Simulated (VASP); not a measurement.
# B (P4/mmm) in VASP: a series of runs

B is run at these levels: PBE; tasks: relaxation of cell and atoms, single point.

All numbers are computed with VASP 6.6.1; they aren't measurements. Logs are shortened: lines on timing, memory, paths and dates and some standing lists are left out, and cuts for length are marked.

### 1 The cell of the first run

Symmetry: P4/mmm, No. 123, tetragonal system. Conventional cell: a = 4.203 Å, b = 4.203 Å, c = 1.912 Å, α = 90.00°, β = 90.00°, γ = 90.00°. B (site symmetry m2m) has 5 B at 1.71 to 1.91 Å within 2.3 Å.

### 2 Relaxation of cell and atoms, PBE

Contents of INCAR:

```
SYSTEM = B
  PREC = Accurate
  ENCUT = 600
  EDIFF = 1E-6
  ISMEAR = 0
  SIGMA = 0.1
  LREAL = .False.
  LASPH = .True.
  NELM = 100
  ALGO = Normal
  ISIF = 3
  LWAVE = .False.
  LCHARG = .False.
  GGA = PE
  IBRION = 2
  NSW = 100
  EDIFFG = -0.01
```

Contents of KPOINTS:

```
Automatic mesh
0
Gamma
  10 10 10
  0 0 0
```

Contents of POSCAR:

```
B
1.0
    4.2031136999      0.0000000000      0.0000000000
    0.0000000000      4.2031136999      0.0000000000
    0.0000000000      0.0000000000      3.8243615018
B
8
Direct
    0.7966180158      0.5000000000      0.2499970410
    0.5000000000      0.7966180158      0.7499970410
    0.5000000000      0.2033819842      0.7499970410
    0.7966180158      0.5000000000      0.7500029590
    0.2033819842      0.5000000000      0.7500029590
    0.2033819842      0.5000000000      0.2499970410
    0.5000000000      0.7966180158      0.2500029590
    0.5000000000      0.2033819842      0.2500029590
```

Potentials or basis: VASP PAW PBE potentials, release 64 (B).

The run is started by

```
$ cat potpaw_PBE.64/B/POTCAR > POTCAR
$ mpirun -np 1 vasp_std > vasp.out
```

OUTCAR:

```text
SYSTEM = B
   PREC = Accurate
   ENCUT = 600
   EDIFF = 1E-6
   ISMEAR = 0
   LREAL = .False.
   LASPH = .True.
   NELM = 100
   ISIF = 3
   GGA = PE
   IBRION = 2
   NSW = 100
   EDIFFG = -0.01

 ion  position               nearest neighbor table
   1  0.797  0.500  0.250-   6 1.71   7 1.76   8 1.76   4 1.91   4 1.91
   2  0.500  0.797  0.750-   3 1.71   4 1.76   5 1.76   7 1.91   7 1.91
   3  0.500  0.203  0.750-   2 1.71   4 1.76   5 1.76   8 1.91   8 1.91
   4  0.797  0.500  0.750-   5 1.71   3 1.76   2 1.76   1 1.91   1 1.91
   5  0.203  0.500  0.750-   4 1.71   3 1.76   2 1.76   6 1.91   6 1.91
   6  0.203  0.500  0.250-   1 1.71   7 1.76   8 1.76   5 1.91   5 1.91
   7  0.500  0.797  0.250-   8 1.71   6 1.76   1 1.76   2 1.91   2 1.91
   8  0.500  0.203  0.250-   7 1.71   6 1.76   1 1.76   3 1.91   3 1.91

  LATTYP: Found a simple tetragonal cell.
 ALAT       =     4.2031136999
 C/A-ratio  =     0.9098877106

  Lattice vectors:

 A1 = (   4.2031136999,   0.0000000000,   0.0000000000)
 A2 = (   0.0000000000,   4.2031136999,   0.0000000000)
 A3 = (   0.0000000000,   0.0000000000,   3.8243615018)

Analysis of symmetry for initial positions (statically):
=====================================================================
 Subroutine PRICEL returns:
 Original cell was already a primitive cell.

 Routine SETGRP: Setting up the symmetry group for a
 simple tetragonal supercell.

 Subroutine GETGRP returns: Found 16 space group operations
 (whereof  8 operations were pure point group operations)
 out of a pool of 16 trial point group operations.

The static configuration has the point symmetry D_2h.
 The point group associated with its full space group is D_4h.

Analysis of symmetry for dynamics (positions and initial velocities):
=====================================================================
 Subroutine PRICEL returns:
 Original cell was already a primitive cell.

 Routine SETGRP: Setting up the symmetry group for a
 simple tetragonal supercell.

 Subroutine GETGRP returns: Found 16 space group operations
 (whereof  8 operations were pure point group operations)
 out of a pool of 16 trial point group operations.

The dynamic configuration has the point symmetry D_2h.
 The point group associated with its full space group is D_4h.

 Subroutine INISYM returns: Found 16 space group operations
 (whereof  8 operations are pure point group operations),
 and found     1 'primitive' translations

----------------------------------------------------------------------------------------

                                     Primitive cell

  volume of cell :      67.5618

  direct lattice vectors                    reciprocal lattice vectors
     4.203113700  0.000000000  0.000000000     0.237918855  0.000000000  0.000000000
     0.000000000  4.203113700  0.000000000     0.000000000  0.237918855  0.000000000
     0.000000000  0.000000000  3.824361502     0.000000000  0.000000000  0.261481557

  length of vectors
     4.203113700  4.203113700  3.824361502     0.237918855  0.237918855  0.261481557

  position of ions in fractional coordinates (direct lattice)
     0.796618016  0.500000000  0.249997041
     0.500000000  0.796618016  0.749997041
     0.500000000  0.203381984  0.749997041
     0.796618016  0.500000000  0.750002959
     0.203381984  0.500000000  0.750002959
     0.203381984  0.500000000  0.249997041
     0.500000000  0.796618016  0.250002959
     0.500000000  0.203381984  0.250002959

  ion indices of the primitive-cell ions
   primitive index   ion index
                 1           1
                 2           2
                 3           3
                 4           4
                 5           5
                 6           6
                 7           7
                 8           8

----------------------------------------------------------------------------------------

 KPOINTS: Automatic mesh

Automatic generation of k-mesh.
 Grid dimensions read from file:
 generate k-points for:   10   10   10

 Generating k-lattice:

  Cartesian coordinates                     Fractional coordinates (reciprocal lattice)
     0.023791886  0.000000000  0.000000000     0.100000000  0.000000000  0.000000000
     0.000000000  0.023791886  0.000000000     0.000000000  0.100000000  0.000000000
     0.000000000  0.000000000  0.026148156     0.000000000  0.000000000  0.100000000

  Length of vectors
     0.023791886  0.023791886  0.026148156

  Shift w.r.t. Gamma in fractional coordinates (k-lattice)
     0.000000000  0.000000000  0.000000000

 Subroutine IBZKPT returns following result:
 ===========================================

 Found    126 irreducible k-points:

 Following reciprocal coordinates:
            Coordinates               Weight
  0.000000  0.000000  0.000000      1.000000
  0.100000  0.000000  0.000000      4.000000
  0.200000  0.000000  0.000000      4.000000
  0.300000  0.000000  0.000000      4.000000
  0.400000  0.000000  0.000000      4.000000
  0.500000  0.000000  0.000000      2.000000
[... 16 lines left out ...]
  0.100000  0.000000  0.100000      8.000000
  0.200000  0.000000  0.100000      8.000000
 [... further k-points ...]
   k-points           NKPTS =    126   k-points in BZ     NKDIM =    126   number of bands    NBANDS=     17
   number of dos      NEDOS =    301   number of ions     NIONS =      8
   total plane-waves  NPLWV =  41472
   dimension x,y,z NGX =    36 NGY =   36 NGZ =   32
   dimension x,y,z NGXF=    72 NGYF=   72 NGZF=   64
   ions per type =               8
   NGX,Y,Z   is equivalent  to a cutoff of  14.24, 14.24, 13.91 a.u.
   NGXF,Y,Z  is equivalent  to a cutoff of  28.48, 28.48, 27.82 a.u.
 SYSTEM =  B
   PREC   = accura    normal or accurate (medium, high low for compatibility)
   ISTART =      0    job   : 0-new  1-cont  2-samecut
   ICHARG =      2    charge: 1-file 2-atom 10-const
   ISPIN  =      1    spin polarized calculation?
   LNONCOLLINEAR =      F non collinear calculations
   LSORBIT =      F    spin-orbit coupling
   LASPH  =      T    aspherical Exc in radial PAW
   ENCUT  =  600.0 eV  44.10 Ry    6.64 a.u.   8.39  8.39  7.64*2*pi/ulx,y,z
   NELM   =    100;   NELMIN=  2; NELMDL= -5     # of ELM steps
   EDIFF  = 0.1E-05   stopping-criterion for ELM
   LREAL  =      F    real-space projection
   EDIFFG = -.1E-01   stopping-criterion for IOM
   NSW    =    100    number of steps for IOM
   IBRION =      2    ionic relax: 0-MD 1-quasi-New 2-CG
   NFREE  =      1    steps in history (QN), initial steepest desc. (CG)
   ISIF   =      3    stress and relaxation
   ISYM   =      2    0-nonsym 1-usesym 2-fastsym
   POTIM  = 0.5000    time-step for ionic-motion
   TEBEG  =    0.0;   TEEND  =   0.0 temperature during run
   PSTRESS=    0.0 pullay stress
   NELECT =      24.0000    total number of electrons
   NUPDOWN=      -1.0000    fix difference up-down
   EMIN   =  10.00;   EMAX   =-10.00  energy-range for DOS
   EFERMI =   0.00;   METHOD = LEGACY
   ISMEAR =     0;   SIGMA  =   0.10  broadening in eV -4-tet -1-fermi 0-gaus
   EFERMI_NEDOS =   21; number of points for ismear=-14 and -15
   IALGO  =     38    algorithm
   IMIX   =      4    mixing-type and parameters
     AMIX     =   0.40;   BMIX     =  1.00
     AMIX_MAG =   1.60;   BMIX_MAG =  1.00
  volume/ion in A,a.u.               =       8.45        56.99
  Fermi-wavevector in a.u.,A,eV,Ry     =   1.159431  2.191007 18.290037  1.344280
  Thomas-Fermi vector in A             =   2.296023
   LORBIT       =      0    0 simple, 1 ext, 2 COOP (PROOUT), +10 PAW based schemes
   GGA     = PE    functional components
   LHFCALC =     F    Hartree Fock is set to
   AEXX    =    0.0000 exact exchange contribution
   IVDW    =     0    specifies the selected vdW correction
   LEPSILON=     F    determine dielectric tensor
   LRPA    =     F    only Hartree local field effects (RPA)
 conjugate gradient relaxation of ions
 non-spin polarized calculation
 Gauss-broadening in eV      SIGMA  =   0.10
  energy-cutoff  :      600.00
  volume of cell :       67.56
 maximum number of plane-waves:      2291
 NGX is ok and might be reduce to    36
   NGX = 17   NGY = 17   NGZ = 15

--------------------------------------- Ionic step        1  -------------------------------------------

 number of electron      24.0000000 magnetization

 Free energy of the ion-electron system (eV)
  ---------------------------------------------------
  ext. energy  EPLUGINS =         0.00000000
  ---------------------------------------------------
  free energy    TOTEN  =       -46.89160812 eV

  energy without entropy =      -46.87785203  energy(sigma->0) =      -46.88473007

------------------------ aborting loop because EDIFF is reached ----------------------------------------

  FORCE on cell =-STRESS in cart. coord.  units (eV):
  Direction    XX          YY          ZZ          XY          YZ          ZX
  --------------------------------------------------------------------------------------
  -------------------------------------------------------------------------------------
  Total       -0.5357970     -0.5357970      1.6144535      0.0000000      0.0000000      0.0000000
  in kB      -12.7060231    -12.7060231     38.2855514      0.0000000      0.0000000      0.0000000
  external PRESSURE =       4.2911684 kB  Pullay stress =       0.0000000 kB
[... 153 lines left out ...]
  energy  without entropy=      -46.8863258802  energy(sigma->0) =      -46.89336097

--------------------------------------- Ionic step        5  -------------------------------------------

 number of electron      24.0000000 magnetization

 Free energy of the ion-electron system (eV)
  ---------------------------------------------------
  ext. energy  EPLUGINS =         0.00000000
  ---------------------------------------------------
  free energy    TOTEN  =       -46.90085241 eV

  energy without entropy =      -46.88663103  energy(sigma->0) =      -46.89374172

 E-fermi :   4.3733     XC(G=0): -10.7363

 val. band max:        4.3713522154   @ k =   0.4000   0.4000   0.4000
 cond. band min:       4.3755387065   @ k =   0.3000   0.2000   0.2000
 fundamental gap:      0.0041864911
 Fermi energy:         4.3733407680

 k-point     1 :       0.0000    0.0000    0.0000
  band No.  band energies     occupation
      1     -10.2701      2.00000
      2      -4.1385      2.00000
      3      -3.2402      2.00000
      4      -3.0224      2.00000
      5      -3.0224      2.00000
      6      -2.9097      2.00000
[... 9 lines left out ...]
     16       7.5324      0.00000
     17       8.0849      0.00000
[... 443 lines left out ...]
      1      -9.9980      2.00000
      2      -5.4079      2.00000
      3      -3.8505      2.00000
      4      -3.3337      2.00000
      5      -2.7339      2.00000
      6      -0.7864      2.00000
[... 9 lines left out ...]
     16       6.9292      0.00000
     17       7.4806      0.00000

 [... further k-points ...]
[... 5 lines left out ...]
  --------------------------------------------------------------------------------------
  -------------------------------------------------------------------------------------
  Total        0.0424800      0.0424800      0.0305380     -0.0000000      0.0000000      0.0000000
  in kB        1.0025497      1.0025497      0.7207128     -0.0000000      0.0000000      0.0000000
  external PRESSURE =       0.9086041 kB  Pullay stress =       0.0000000 kB
[... 23 lines left out ...]
  FREE ENERGIE OF THE ION-ELECTRON SYSTEM (eV)
  ---------------------------------------------------
  free  energy   TOTEN  =       -46.9008524117 eV

  energy  without entropy=      -46.8866310338  energy(sigma->0) =      -46.89374172

 reached required accuracy - stopping structural energy minimisation
```

Wall time 3.8 min (1 thread of Intel Xeon Platinum 8375C at 2.90GHz (Ice Lake), shared host); peak memory 0.27 GiB.

Results:

```yaml
Free_energy: -46.9009 eV
Relaxed_volume: 8.49 Å³/atom
Relaxed_cell: a = 4.193 Å, b = 4.193 Å, c = 3.862 Å, α = 90.00°, β = 90.00°, γ = 90.00°
Space_group_after_relaxing_to_0.05_Å: P4/mmm (No. 123)
Energy_gained_by_relaxing: 1.2 meV/atom
Ionic_steps: 5
Pressure_after_relaxing: 0.1 GPa
Largest_force_after_relaxing: 0.004 eV/Å
Band_gap_on_the_k_mesh: zero (band 12 reaches 5.34 eV, above the bottom of band 13 at 3.80 eV)
```

Forces on the atoms (eV/Å):
```
B   -0.004  0.000  0.000
B    0.000 -0.004  0.000
B    0.000  0.004  0.000
B   -0.004  0.000  0.000
B    0.004  0.000  0.000
B    0.004  0.000  0.000
B    0.000 -0.004  0.000
B    0.000  0.004  0.000
```

Step by step:
| step | energy change (eV) | largest force (eV/Å) | pressure (GPa) | volume (Å³) |
| --- | --- | --- | --- | --- |
| 1 | 0.0000 | 0.0392 | 0.43 | 67.56 |
| 2 | -0.0081 | 0.1031 | 0.42 | 67.78 |
| 3 | -0.0084 | 0.0807 | 0.42 | 67.75 |
| 4 | -0.0088 | 0.0658 | -0.14 | 67.99 |
| 5 | -0.0092 | 0.0042 | 0.09 | 67.89 |

Final structure:
```
B
1.0
     4.19254    0.00000    0.00000
     0.00000    4.19254    0.00000
     0.00000    0.00000    3.86220
B
8
Cartesian
  3.3403 2.0963 0.9655
  2.0963 3.3403 2.8966
  2.0963 0.8523 2.8966
  3.3403 2.0963 2.8967
  0.8523 2.0963 2.8967
  0.8523 2.0963 0.9655
  2.0963 3.3403 0.9656
  2.0963 0.8523 0.9656
```

### 3 Single point, PBE

Contents of INCAR:

```
  ALGO = Normal
  EDIFF = 1E-7
  ENCUT = 520
  GGA = PE
  ISIF = 2
  ISMEAR = 0
  LASPH = T
  LCHARG = F
  LREAL = F
  LWAVE = F
  NBANDS = 22
  NELM = 100
  PREC = Accurate
  SIGMA = 0.1
```

Contents of KPOINTS:

```
k-points
0
Gamma
  10 10 8
```

POSCAR is that of step 2.

Potentials or basis: VASP PAW PBE potentials, release 64 (B).

The run is started by

```
$ cat potpaw_PBE.64/B/POTCAR > POTCAR
$ mpirun -np 1 vasp_std > vasp.out
```

It took 2.9 min on 1 thread of AMD EPYC 7R43 (Zen 3), shared host; peak memory 0.2 GiB.

It converged, with:

| Item | Value |
| --- | --- |
| Free energy | -46.9490 eV |
| Pressure | 0.0 GPa |
| Band gap on the k mesh | zero (band 12 reaches 5.17 eV, above the bottom of band 13 at 3.83 eV) |

Levels at points of the mesh, in eV from the Fermi level:
```tsv
k point	band 9	band 10	band 11	band 12	band 13	band 14	band 15	band 16
(0.00, 0.00, 0.00)	-1.96	-1.65	-0.85	-0.85	-0.75	-0.01	-0.01	3.11
(0.50, 0.00, 0.00)	-3.38	-2.88	-1.21	-0.76	0.86	1.11	1.36	1.87
(0.50, 0.50, 0.00)	-2.45	-2.45	-2.28	-2.28	-0.12	2.75	2.75	4.07
(0.00, 0.00, 0.50)	-5.45	-5.45	-0.27	-0.27	3.23	3.23	4.16	4.16
(0.50, 0.00, 0.50)	-2.40	-2.40	-1.37	-1.37	3.45	3.45	3.48	3.48
(0.50, 0.50, 0.50)	-0.38	-0.38	-0.38	-0.38	3.33	3.33	4.47	4.47
```

(Part 1 of 2 ends here.)
